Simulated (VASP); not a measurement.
# CoO in VASP: further runs, part 2 of 3

VASP 6.6.1.

## 3. Single point, PBE, collinear spin, ferromagnetic start

This run uses another cell than the first one, of 160.01 Å³/atom, 0.937 times its volume.

INCAR

```
SYSTEM = CoO
PREC     = Accurate       ! precision mode
ENCUT    = 520            ! plane-wave cutoff, eV
EDIFF    = 1E-7           ! SCF threshold, eV
ISMEAR   = 0              ! smearing method
SIGMA    = 0.05           ! smearing width, eV
LREAL    = .False.        ! projectors in reciprocal space
LASPH    = .True.         ! aspherical terms in the spheres
NELM     = 150            ! most SCF steps
ALGO     = Normal         ! electronic algorithm
ISIF     = 2              ! what is computed and relaxed
LWAVE    = .False.        ! write WAVECAR
LCHARG   = .False.        ! write CHGCAR
ISPIN    = 2              ! spin polarisation
MAGMOM   = 2.74 0.5       ! initial moments
LORBIT   = 11             ! projections on sites
LMAXMIX  = 4              ! l up to which the mixer works
GGA      = PE             ! functional
NBANDS   = 18             ! bands
```

KPOINTS

```
regular mesh
0
Gamma
  1 1 17
  0 0 0
```

POSCAR

```
CoO
1.0
    9.0000000000      0.0000000000      0.0000000000
    0.0000000000      9.3000000000      0.0000000000
    0.0000000000      0.0000000000      3.8234818093
Co O
1 1
Direct
    0.5000000000      0.5000000000      0.0000000000
    0.5000000000      0.5000000000      0.4650000000
```

Potentials or basis: VASP PAW PBE potentials, release 64 (Co, O).

The run is started by

```console
$ cat potpaw_PBE.64/Co/POTCAR potpaw_PBE.64/O/POTCAR > POTCAR
$ mpirun -np 1 vasp_std > vasp.out
```

OUTCAR:

```text
SYSTEM = CoO
   PREC = Accurate
   ENCUT = 520
   EDIFF = 1E-7
   ISMEAR = 0
   LREAL = .False.
   LASPH = .True.
   NELM = 150
   ISIF = 2
   ISPIN = 2
   LORBIT = 11
   GGA = PE

 ion  position               nearest neighbor table
   1  0.500  0.500  0.000-   2 1.78   2 2.05
   2  0.500  0.500  0.465-   1 1.78   1 2.05

  LATTYP: Found a simple orthorhombic cell.
 ALAT       =     3.8234818093
 B/A-ratio  =     2.3538754593
 C/A-ratio  =     2.4323379746

  Lattice vectors:

 A1 = (   0.0000000000,   0.0000000000,   3.8234818093)
 A2 = (   9.0000000000,   0.0000000000,   0.0000000000)
 A3 = (   0.0000000000,   9.3000000000,   0.0000000000)

Analysis of symmetry for initial positions (statically):
=====================================================================
 Subroutine PRICEL returns:
 Original cell was already a primitive cell.

 Routine SETGRP: Setting up the symmetry group for a
 simple orthorhombic supercell.

 Subroutine GETGRP returns: Found  4 space group operations
 (whereof  4 operations were pure point group operations)
 out of a pool of  8 trial point group operations.

The static configuration has the point symmetry C_2v.

Analysis of symmetry for dynamics (positions and initial velocities):
=====================================================================
 Subroutine PRICEL returns:
 Original cell was already a primitive cell.

 Routine SETGRP: Setting up the symmetry group for a
 simple orthorhombic supercell.

 Subroutine GETGRP returns: Found  4 space group operations
 (whereof  4 operations were pure point group operations)
 out of a pool of  8 trial point group operations.

The dynamic configuration has the point symmetry C_2v.

Analysis of structural, dynamic, and magnetic symmetry:
=====================================================================
 Subroutine PRICEL returns:
 Original cell was already a primitive cell.

 Routine SETGRP: Setting up the symmetry group for a
 simple orthorhombic supercell.

 Subroutine GETGRP returns: Found  4 space group operations
 (whereof  4 operations were pure point group operations)
 out of a pool of  8 trial point group operations.

The overall configuration has the point symmetry C_2v.

 Subroutine INISYM returns: Found  4 space group operations
 (whereof  4 operations are pure point group operations),
 and found     1 'primitive' translations

----------------------------------------------------------------------------------------

                                     Primitive cell

  volume of cell :     320.0254

  direct lattice vectors                    reciprocal lattice vectors
     9.000000000  0.000000000  0.000000000     0.111111111  0.000000000  0.000000000
     0.000000000  9.300000000  0.000000000     0.000000000  0.107526882  0.000000000
     0.000000000  0.000000000  3.823481809     0.000000000  0.000000000  0.261541718

  length of vectors
     9.000000000  9.300000000  3.823481809     0.111111111  0.107526882  0.261541718

  position of ions in fractional coordinates (direct lattice)
     0.500000000  0.500000000  0.000000000
     0.500000000  0.500000000  0.465000000

  ion indices of the primitive-cell ions
   primitive index   ion index
                 1           1
                 2           2
[... 51 lines left out ...]
   LNONCOLLINEAR =      F non collinear calculations
   LSORBIT =      F    spin-orbit coupling
   LASPH  =      T    aspherical Exc in radial PAW
   ENCUT  =  520.0 eV  38.22 Ry    6.18 a.u.  16.73 17.29  7.11*2*pi/ulx,y,z
   NELM   =    150;   NELMIN=  2; NELMDL= -5     # of ELM steps
   EDIFF  = 0.1E-06   stopping-criterion for ELM
   LREAL  =      F    real-space projection
   EDIFFG = 0.1E-05   stopping-criterion for IOM
   NSW    =      0    number of steps for IOM
   IBRION =     -1    ionic relax: 0-MD 1-quasi-New 2-CG
   NFREE  =      0    steps in history (QN), initial steepest desc. (CG)
   ISIF   =      2    stress and relaxation
   ISYM   =      2    0-nonsym 1-usesym 2-fastsym
   POTIM  = 0.5000    time-step for ionic-motion
   TEBEG  =    0.0;   TEEND  =   0.0 temperature during run
   PSTRESS=    0.0 pullay stress
   NELECT =      15.0000    total number of electrons
   NUPDOWN=      -1.0000    fix difference up-down
   EMIN   =  10.00;   EMAX   =-10.00  energy-range for DOS
   EFERMI =   0.00;   METHOD = LEGACY
   ISMEAR =     0;   SIGMA  =   0.05  broadening in eV -4-tet -1-fermi 0-gaus
   EFERMI_NEDOS =   21; number of points for ismear=-14 and -15
   IALGO  =     38    algorithm
   IMIX   =      4    mixing-type and parameters
     AMIX     =   0.40;   BMIX     =  1.00
     AMIX_MAG =   1.60;   BMIX_MAG =  1.00
  volume/ion in A,a.u.               =     160.01      1079.82
  Fermi-wavevector in a.u.,A,eV,Ry     =   0.590261  1.115431  4.740372  0.348408
  Thomas-Fermi vector in A             =   1.638233
   LORBIT       =     11    0 simple, 1 ext, 2 COOP (PROOUT), +10 PAW based schemes
   GGA     = PE    functional components
   LHFCALC =     F    Hartree Fock is set to
   AEXX    =    0.0000 exact exchange contribution
   IVDW    =     0    specifies the selected vdW correction
   LEPSILON=     F    determine dielectric tensor
   LRPA    =     F    only Hartree local field effects (RPA)
 spin polarized calculation
 Gauss-broadening in eV      SIGMA  =   0.05
  energy-cutoff  :      520.00
  volume of cell :      320.03
 maximum number of plane-waves:      8640
 NGX is ok and might be reduce to    70
   NGX = 33   NGY = 35   NGZ = 15

 number of electron      15.0000005 magnetization       2.9999948

 Free energy of the ion-electron system (eV)
  ---------------------------------------------------
  ext. energy  EPLUGINS =         0.00000000
  ---------------------------------------------------
  free energy    TOTEN  =       -11.23252116 eV

  energy without entropy =      -11.22563422  energy(sigma->0) =      -11.22907769

 E-fermi :  -4.5082     XC(G=0):  -1.9632

 val. band max:       -4.5217189748   @ k =   0.0000   0.0000   0.4706
 cond. band min:      -4.4655982107   @ k =   0.0000   0.0000   0.0000
 fundamental gap:      0.0561207641
 Fermi energy:        -4.5081746041

 spin component 1

 k-point     1 :       0.0000    0.0000    0.0000
  band No.  band energies     occupation
      1     -21.9860      1.00000
      2      -7.9854      1.00000
      3      -7.9508      1.00000
      4      -7.9021      1.00000
      5      -7.9015      1.00000
      6      -6.9247      1.00000
[... 165 lines left out ...]
      4      -8.7752      1.00000
      5      -7.9742      1.00000
      6      -6.9100      1.00000
[... 10 lines left out ...]
     17       3.9119      0.00000
     18       4.3604      0.00000
 Fermi energy:        -4.5081746041

 spin component 2

 k-point     1 :       0.0000    0.0000    0.0000
  band No.  band energies     occupation
      1     -21.2636      1.00000
      2      -7.5472      1.00000
      3      -6.2066      1.00000
      4      -6.2062      1.00000
      5      -5.6059      1.00000
      6      -5.0522      1.00000
[... 166 lines left out ...]
      5      -5.5851      1.00000
      6      -4.5217      0.64917
[... 10 lines left out ...]
     17       3.9309      0.00000
     18       4.2890      0.00000

------------------------ aborting loop because EDIFF is reached ----------------------------------------

  FORCE on cell =-STRESS in cart. coord.  units (eV):
  Direction    XX          YY          ZZ          XY          YZ          ZX
  --------------------------------------------------------------------------------------
  -------------------------------------------------------------------------------------
  Total       -0.0262932     -0.0255413     -8.6225843      0.0000000      0.0000000      0.0000000
  in kB       -0.1316346     -0.1278701    -43.1681608      0.0000000      0.0000000      0.0000000
  external PRESSURE =     -14.4758885 kB  Pullay stress =       0.0000000 kB

 VOLUME and BASIS-vectors are now :
 -----------------------------------------------------------------------------
  energy-cutoff  :      520.00
  volume of cell :      320.03
      direct lattice vectors                 reciprocal lattice vectors
     9.000000000  0.000000000  0.000000000     0.111111111  0.000000000  0.000000000
     0.000000000  9.300000000  0.000000000     0.000000000  0.107526882  0.000000000
     0.000000000  0.000000000  3.823481809     0.000000000  0.000000000  0.261541718

 POSITION                                       TOTAL-FORCE (eV/Angst)
 -----------------------------------------------------------------------------------
      4.50000      4.65000      0.00000         0.000000      0.000000     -0.594787
      4.50000      4.65000      1.77792         0.000000      0.000000      0.594787
 -----------------------------------------------------------------------------------
    total drift:                                0.000000      0.000000     -0.000007

  FREE ENERGIE OF THE ION-ELECTRON SYSTEM (eV)
  ---------------------------------------------------
  free  energy   TOTEN  =       -11.2325211581 eV

  energy  without entropy=      -11.2256342215  energy(sigma->0) =      -11.22907769

 total charge

# of ion       s       p       d       tot
------------------------------------------
    1        0.418   0.286   6.998   7.702
    2        1.557   3.335   0.000   4.892
--------------------------------------------------
tot          1.975   3.621   6.998  12.594

 magnetization (x)

# of ion       s       p       d       tot
------------------------------------------
    1        0.003   0.010   2.455   2.469
    2        0.006   0.382   0.000   0.388
--------------------------------------------------
tot          0.009   0.393   2.455   2.857
```

It took 3.1 min on 1 thread of Intel Xeon 6975P-C, shared host; peak memory 0.51 GiB.

Results:

| Property | Result |
| --- | --- |
| Free energy | -11.2325 eV |
| Largest force | 0.595 eV/Å |
| Net moment | 3.00 μB per cell |
| Site moments | Co +2.47; O +0.39 μB |
| Valence electrons inside the program's atomic spheres | Co 7.70; O 4.89 |

Forces in eV/Å, atoms in the order of the input:
```
Co   0.000  0.000 -0.595
O    0.000  0.000  0.595
```

Levels at points of the mesh, in eV from the Fermi level:
Spin up:
```
           k point  band 7  band 8  band 9  band 10  band 11  band 12
(0.00, 0.00, 0.00)   -2.19   -2.19   -1.90     2.28     4.96     5.01
```
Spin down:
```
           k point  band 2  band 3  band 4  band 5  band 6  band 7  band 8  band 9  band 10  band 11
(0.00, 0.00, 0.00)   -3.04   -1.70   -1.70   -1.10   -0.54    0.04    0.05    0.05     2.87     5.11
```

Caveat: semilocal functionals often make such compounds metallic where correlation or magnetic order opens a gap, which also shifts bond lengths.

(Continued in part 3 of 3.)
